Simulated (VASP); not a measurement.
# W16F (a cell with a defect): single point with PBE

The system is W16F (a cell with a defect).

```
CELL_PARAMETERS angstrom
6.36841 0.00000 0.00000
0.00000 6.36841 0.00000
0.00000 0.00000 6.36841
ATOMIC_POSITIONS crystal
W 0.00459 0.99523 0.99877
W 0.24942 0.24910 0.24253
W 0.99882 0.00169 0.49255
W 0.24920 0.24643 0.74762
W 0.99872 0.50146 0.99232
W 0.24943 0.75732 0.23668
W 0.03455 0.51461 0.47937
W 0.24932 0.75158 0.74501
W 0.49387 0.99518 0.99877
W 0.74935 0.24725 0.23648
W 0.49987 0.00170 0.49259
W 0.74912 0.21059 0.78236
W 0.49995 0.50137 0.99244
W 0.74934 0.75212 0.24176
W 0.46481 0.51440 0.47995
W 0.74929 0.75686 0.74641
F 0.74979 0.43129 0.56342
```

```json
{
 "Program": "VASP 6.6.1",
 "Task": "single point",
 "Functional": "PBE",
 "Potentials or basis": "VASP PAW PBE potentials, release 64 (W_sv, F)",
 "Cutoff": "520 eV",
 "k mesh": "3 × 3 × 3",
 "Occupations": "methfessel-paxton, width 0.1 eV",
 "Spin": "no spin polarisation",
 "Dipole correction": "no",
 "Further INCAR settings": "LREAL = Auto; ALGO = Normal; EDIFF = 1e-07; NBANDS = 130"
}
```

```yaml
Pressure: 14.3 GPa
Largest_force: 0.189 eV/Å
```

Forces on the atoms (eV/Å):
```
W    0.006 -0.016  0.003
W    0.000 -0.003 -0.013
W   -0.001 -0.007 -0.001
W    0.007  0.002 -0.003
W    0.005 -0.010  0.001
W    0.005  0.001  0.000
W    0.137  0.022 -0.041
W    0.002  0.006 -0.006
W    0.003 -0.012  0.004
W   -0.002  0.006  0.001
W   -0.001 -0.007 -0.004
W    0.014 -0.078  0.101
W   -0.002 -0.005 -0.005
W   -0.002  0.001 -0.001
W   -0.173  0.041 -0.064
W    0.003  0.025  0.009
F    0.001  0.033  0.019
```

Stress tensor (GPa, compression positive):
```
17.31  0.02 -0.03
 0.02 12.80 -3.95
-0.03 -3.95 12.85
```

Levels at points of the mesh, in eV from the Fermi level:
| k point | band 113 | band 114 | band 115 | band 116 | band 117 | band 118 |
| --- | --- | --- | --- | --- | --- | --- |
| (0.00, 0.00, 0.00) | -0.31 | -0.13 | -0.10 | 0.23 | 0.49 | 0.56 |

Wall time 22 min on 1 thread of Intel(R) Xeon(R) Platinum 8259CL CPU @ 2.50GHz (Skylake/Cascade Lake), with other jobs on the host, peak memory 0.49 GiB.

Caveat: spin-orbit coupling is left out, which moves the levels of the heavy elements; an odd number of electrons without spin polarisation forces a metal; a magnetic or distorted state may lie lower.
